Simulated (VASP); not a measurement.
# ZnCd2Te3 (P4/mmm) in VASP: a series of runs

Runs on ZnCd2Te3. Level: PBE. Tasks: single point, relaxation of cell and atoms.

Everything below comes from runs of VASP 6.6.1. Logs are shortened: lines on timing, memory, paths and dates and some standing lists are left out, and cuts for length are marked.

## Step 1: The cell of the first run

The structure is tetragonal, space group P4/mmm (No. 123). Conventional cell: a = 4.058 Å, b = 4.058 Å, c = 10.087 Å, α = 90.00°, β = 90.00°, γ = 90.00°. Within 3.8 Å of Zn (site symmetry 4/mmm) lie 4 Te at 2.87 Å. Cd (site symmetry mmm) has 4 Te at 2.80 Å and 4 Cd at 2.87 Å within 3.7 Å. Te (site symmetry 4mm) has 4 Cd at 2.80 Å and 2 Te at 3.12 to 3.85 Å within 3.9 Å. Te (site symmetry 4/mmm) has 4 Zn at 2.87 Å and 2 Te at 3.12 Å within 3.8 Å.

The cell was generated, and may not be a known phase.

## Step 2: Single point, PBE

Input file INCAR:

```
SYSTEM = ZnCd2Te3
  PREC = Accurate
  ENCUT = 520
  EDIFF = 1E-6
  ISMEAR = 0
  SIGMA = 0.1
  LREAL = .FALSE.
  LASPH = .TRUE.
  NELM = 100
  ALGO = Normal
  ISIF = 2
  LWAVE = .FALSE.
  LCHARG = .FALSE.
  GGA = PE
  NBANDS = 36
```

Input file KPOINTS:

```
regular mesh
0
G
  4 4 2
  0 0 0
```

Input file POSCAR:

```
ZnCd2Te3
1.0
    4.0575265500      0.0000000000      0.0000000000
    0.0000000000      4.0575265500      0.0000000000
    0.0000000000      0.0000000000     10.0872687900
Zn Cd Te
1 2 3
Direct
    0.0000000000      0.0000000000      0.0000000000
    0.5000000000      0.0000000000      0.5000000000
    0.0000000000      0.5000000000      0.5000000000
    0.5000000000      0.5000000000      0.6906662800
    0.5000000000      0.5000000000      0.3093337200
    0.5000000000      0.5000000000      0.0000000000
```

Potentials or basis: VASP PAW PBE potentials, release 64 (Zn, Cd, Te).

The run is started by

```sh
cat potpaw_PBE.64/Zn/POTCAR potpaw_PBE.64/Cd/POTCAR potpaw_PBE.64/Te/POTCAR > POTCAR
mpirun -np 1 vasp_std > vasp.out
```

OUTCAR:

```text
SYSTEM = ZnCd2Te3
   PREC = Accurate
   ENCUT = 520
   EDIFF = 1E-6
   ISMEAR = 0
   LREAL = .FALSE.
   LASPH = .TRUE.
   NELM = 100
   ISIF = 2
   GGA = PE

 ion  position               nearest neighbor table
   1  0.000  0.000  0.000-   6 2.87   6 2.87   6 2.87   6 2.87
   2  0.500  0.000  0.500-   4 2.80   5 2.80   4 2.80   5 2.80   3 2.87   3 2.87   3 2.87   3 2.87

   3  0.000  0.500  0.500-   4 2.80   5 2.80   4 2.80   5 2.80   2 2.87   2 2.87   2 2.87   2 2.87

   4  0.500  0.500  0.691-   2 2.80   3 2.80   2 2.80   3 2.80   6 3.12
   5  0.500  0.500  0.309-   2 2.80   3 2.80   2 2.80   3 2.80   6 3.12
   6  0.500  0.500  0.000-   1 2.87   1 2.87   1 2.87   1 2.87   5 3.12   4 3.12

  LATTYP: Found a simple tetragonal cell.
 ALAT       =     4.0575265500
 C/A-ratio  =     2.4860635330

  Lattice vectors:

 A1 = (   4.0575265500,   0.0000000000,   0.0000000000)
 A2 = (   0.0000000000,   4.0575265500,   0.0000000000)
 A3 = (   0.0000000000,   0.0000000000,  10.0872687900)

Analysis of symmetry for initial positions (statically):
=====================================================================
 Subroutine PRICEL returns:
 Original cell was already a primitive cell.

 Routine SETGRP: Setting up the symmetry group for a
 simple tetragonal supercell.

 Subroutine GETGRP returns: Found 16 space group operations
 (whereof 16 operations were pure point group operations)
 out of a pool of 16 trial point group operations.

The static configuration has the point symmetry D_4h.

Analysis of symmetry for dynamics (positions and initial velocities):
=====================================================================
 Subroutine PRICEL returns:
 Original cell was already a primitive cell.

 Routine SETGRP: Setting up the symmetry group for a
 simple tetragonal supercell.

 Subroutine GETGRP returns: Found 16 space group operations
 (whereof 16 operations were pure point group operations)
 out of a pool of 16 trial point group operations.

The dynamic configuration has the point symmetry D_4h.

 Subroutine INISYM returns: Found 16 space group operations
 (whereof 16 operations are pure point group operations),
 and found     1 'primitive' translations

----------------------------------------------------------------------------------------

[... 87 lines left out ...]
   EDIFF  = 0.1E-05   stopping-criterion for ELM
   LREAL  =      F    real-space projection
   EDIFFG = 0.1E-04   stopping-criterion for IOM
   NSW    =      0    number of steps for IOM
   IBRION =     -1    ionic relax: 0-MD 1-quasi-New 2-CG
   NFREE  =      0    steps in history (QN), initial steepest desc. (CG)
   ISIF   =      2    stress and relaxation
   ISYM   =      2    0-nonsym 1-usesym 2-fastsym
   POTIM  = 0.5000    time-step for ionic-motion
   TEBEG  =    0.0;   TEEND  =   0.0 temperature during run
   PSTRESS=    0.0 pullay stress
   NELECT =      54.0000    total number of electrons
   NUPDOWN=      -1.0000    fix difference up-down
   EMIN   =  10.00;   EMAX   =-10.00  energy-range for DOS
   EFERMI =   0.00;   METHOD = LEGACY
   ISMEAR =     0;   SIGMA  =   0.10  broadening in eV -4-tet -1-fermi 0-gaus
   EFERMI_NEDOS =   21; number of points for ismear=-14 and -15
   IALGO  =     38    algorithm
   IMIX   =      4    mixing-type and parameters
     AMIX     =   0.40;   BMIX     =  1.00
     AMIX_MAG =   1.60;   BMIX_MAG =  1.00
  volume/ion in A,a.u.               =      27.68       186.78
  Fermi-wavevector in a.u.,A,eV,Ry     =   1.125747  2.127353 17.242737  1.267305
  Thomas-Fermi vector in A             =   2.262425
   LORBIT       =      0    0 simple, 1 ext, 2 COOP (PROOUT), +10 PAW based schemes
   GGA     = PE    functional components
   LHFCALC =     F    Hartree Fock is set to
   AEXX    =    0.0000 exact exchange contribution
   IVDW    =     0    specifies the selected vdW correction
   LEPSILON=     F    determine dielectric tensor
   LRPA    =     F    only Hartree local field effects (RPA)
 non-spin polarized calculation
 Gauss-broadening in eV      SIGMA  =   0.10
  energy-cutoff  :      520.00
  volume of cell :      166.07
 maximum number of plane-waves:      4502
   NGX = 15   NGY = 15   NGZ = 37

 number of electron      54.0000002 magnetization

 Free energy of the ion-electron system (eV)
  ---------------------------------------------------
  ext. energy  EPLUGINS =         0.00000000
  ---------------------------------------------------
  free energy    TOTEN  =       -10.75856867 eV

  energy without entropy =      -10.74479136  energy(sigma->0) =      -10.75168001

 E-fermi :   4.5623     XC(G=0):  -9.4698

 val. band max:        4.4333996411   @ k =   0.0000   0.0000   0.5000
 cond. band min:       4.5936450459   @ k =   0.5000   0.2500   0.0000
 fundamental gap:      0.1602454048
 Fermi energy:         4.5622680034

 k-point     1 :       0.0000    0.0000    0.0000
  band No.  band energies     occupation
      1      -8.6464      2.00000
      2      -7.2274      2.00000
      3      -7.2110      2.00000
      4      -5.9641      2.00000
      5      -5.5518      2.00000
      6      -5.4366      2.00000
[... 457 lines left out ...]
     35      10.5568      0.00000
     36      10.8634      0.00000

------------------------ aborting loop because EDIFF is reached ----------------------------------------

  FORCE on cell =-STRESS in cart. coord.  units (eV):
  Direction    XX          YY          ZZ          XY          YZ          ZX
  --------------------------------------------------------------------------------------
  -------------------------------------------------------------------------------------
  Total        9.8222982      9.8222982     13.3616306      0.0000000      0.0000000     -0.0000000
  in kB       94.7605041     94.7605041    128.9061717      0.0000000      0.0000000     -0.0000000
  external PRESSURE =     106.1423933 kB  Pullay stress =       0.0000000 kB

 VOLUME and BASIS-vectors are now :
 -----------------------------------------------------------------------------
  energy-cutoff  :      520.00
  volume of cell :      166.07
      direct lattice vectors                 reciprocal lattice vectors
     4.057526550  0.000000000  0.000000000     0.246455565  0.000000000  0.000000000
     0.000000000  4.057526550  0.000000000     0.000000000  0.246455565  0.000000000
     0.000000000  0.000000000 10.087268790     0.000000000  0.000000000  0.099134862

 POSITION                                       TOTAL-FORCE (eV/Angst)
 -----------------------------------------------------------------------------------
      0.00000      0.00000      0.00000        -0.000000     -0.000000     -0.000000
      2.02876      0.00000      5.04363        -0.000000     -0.000000     -0.000000
      0.00000      2.02876      5.04363        -0.000000     -0.000000     -0.000000
      2.02876      2.02876      6.96694         0.000000     -0.000000      2.406439
      2.02876      2.02876      3.12033        -0.000000      0.000000     -2.406439
      2.02876      2.02876      0.00000        -0.000000     -0.000000     -0.000000
 -----------------------------------------------------------------------------------
    total drift:                                0.000000     -0.000000     -0.000000

  FREE ENERGIE OF THE ION-ELECTRON SYSTEM (eV)
  ---------------------------------------------------
  free  energy   TOTEN  =       -10.7585686686 eV

  energy  without entropy=      -10.7447913595  energy(sigma->0) =      -10.75168001
```

OSZICAR:

```text
N       E                     dE             d eps       ncg     rms          rms(c)
DAV:   1     0.389840344209E+03    0.38984E+03   -0.24580E+04   864   0.145E+03
DAV:   2     0.186102862770E+02   -0.37123E+03   -0.35907E+03   884   0.349E+02
DAV:   3    -0.106909619181E+02   -0.29301E+02   -0.28791E+02   988   0.998E+01
DAV:   4    -0.114582957322E+02   -0.76733E+00   -0.76414E+00   984   0.141E+01
DAV:   5    -0.114740447123E+02   -0.15749E-01   -0.15748E-01  1076   0.201E+00    0.166E+01
DAV:   6    -0.107761279386E+02    0.69792E+00   -0.17659E+00  1000   0.150E+01    0.126E+01
DAV:   7    -0.107713788160E+02    0.47491E-02   -0.60451E-01   912   0.409E+00    0.174E+00
DAV:   8    -0.107582344164E+02    0.13144E-01   -0.66486E-02   912   0.218E+00    0.908E-01
DAV:   9    -0.107583259710E+02   -0.91555E-04   -0.79658E-03   964   0.457E-01    0.357E-01
DAV:  10    -0.107585131208E+02   -0.18715E-03   -0.48958E-04   932   0.118E-01    0.486E-02
DAV:  11    -0.107585372254E+02   -0.24105E-04   -0.34353E-05  1056   0.436E-02    0.367E-02
DAV:  12    -0.107585631897E+02   -0.25964E-04   -0.22593E-05   912   0.225E-02    0.119E-02
DAV:  13    -0.107585682710E+02   -0.50813E-05   -0.58387E-06   848   0.125E-02    0.495E-03
DAV:  14    -0.107585686686E+02   -0.39763E-06   -0.62541E-07   648   0.491E-03
   1 F= -.10758569E+02 E0= -.10751680E+02  d E =-.137773E-01
```

Wall time 67 s (1 thread of Intel Xeon Platinum 8259CL at 2.50GHz (Skylake/Cascade Lake), shared host); peak memory 0.28 GiB.

Results:

```
Free energy            : -10.7586 eV
Pressure               : 10.6 GPa
Largest force          : 2.406 eV/Å
Band gap on the k mesh : zero (bands 27 and 28 overlap by 3.01 eV)
```

Forces in eV/Å, atoms in the order of the input:
```
Zn   0.000  0.000  0.000
Cd   0.000  0.000  0.000
Cd   0.000  0.000  0.000
Te   0.000  0.000  2.406
Te   0.000  0.000 -2.406
Te   0.000  0.000  0.000
```

Levels at points of the mesh, in eV from the Fermi level:
| k point | band 25 | band 26 | band 27 | band 28 | band 29 | band 30 |
| --- | --- | --- | --- | --- | --- | --- |
| (0.00, 0.00, 0.00) | -0.96 | -0.42 | -0.42 | 0.60 | 1.17 | 2.18 |
| (0.50, 0.00, 0.00) | -0.16 | -0.14 | 0.33 | 1.58 | 1.78 | 2.12 |
| (0.50, 0.50, 0.00) | -3.67 | -2.82 | -2.43 | -1.90 | 1.94 | 1.94 |
| (0.00, 0.00, 0.50) | -1.82 | -0.96 | -0.13 | -0.13 | 2.02 | 2.20 |
| (0.50, 0.00, 0.50) | -0.89 | -0.73 | -0.46 | 0.37 | 2.65 | 3.06 |
| (0.50, 0.50, 0.50) | -3.24 | -2.38 | -1.97 | -0.28 | -0.22 | 1.39 |

Caveat: the k points lie up to 0.39 Å⁻¹ apart, too coarse for converged energies and pressures of a metal; spin-orbit coupling is left out, which moves the levels of the heavy elements; forces of over 1 eV/Å act on the atoms, so gaps and moduli don't describe the material at rest.

(Part 1 of 2 ends here.)

The gap in the log of VASP goes by the Fermi energy; the results here count the filled bands.